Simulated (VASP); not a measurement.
A run of VASP 6.6.1 is set up as follows.

File INCAR:

```
PREC = Accurate
ENCUT = 520
EDIFF = 1E-6
ISMEAR = 0
SIGMA = 0.15
LREAL = False
LASPH = True
NELM = 60
ALGO = Fast
ISIF = 2
LWAVE = False
LCHARG = False
GGA = PS
NBANDS = 19
```

The input KPOINTS:

```
regular mesh
0
Gamma
  18 18 10
```

Contents of POSCAR:

```
Ti
1.0
   -1.6410000000      1.6410000000      1.6410000000
    1.6410000000     -1.6410000000      1.6410000000
    3.2820000000      3.2820000000      0.0000000000
Ti
2
Direct
    0.0000000000      0.0000000000      0.0107724982
    0.5000000000      0.5000000000      0.4892275018
```

Potentials or basis: VASP PAW PBE potentials, release 64 (Ti_sv).

Launch:

```sh
$ cat potpaw_PBE.64/Ti_sv/POTCAR > POTCAR
$ mpirun -np 1 vasp_std > vasp.out
```

(1) Predict the largest force.

(2) What does it give for the band gap on the k mesh?

(3) Predict the pressure.

Results:

(1) 0.142 eV/Å.

(2) zero (bands 12 and 13 overlap by 1.33 eV).

(3) -6.6 GPa.

Caveat: the cell differs from its parent crystal (atoms displaced along a vibrational mode); the cell stands under tension; the PAW data sets were made with another functional, which shifts forces and pressure a little.
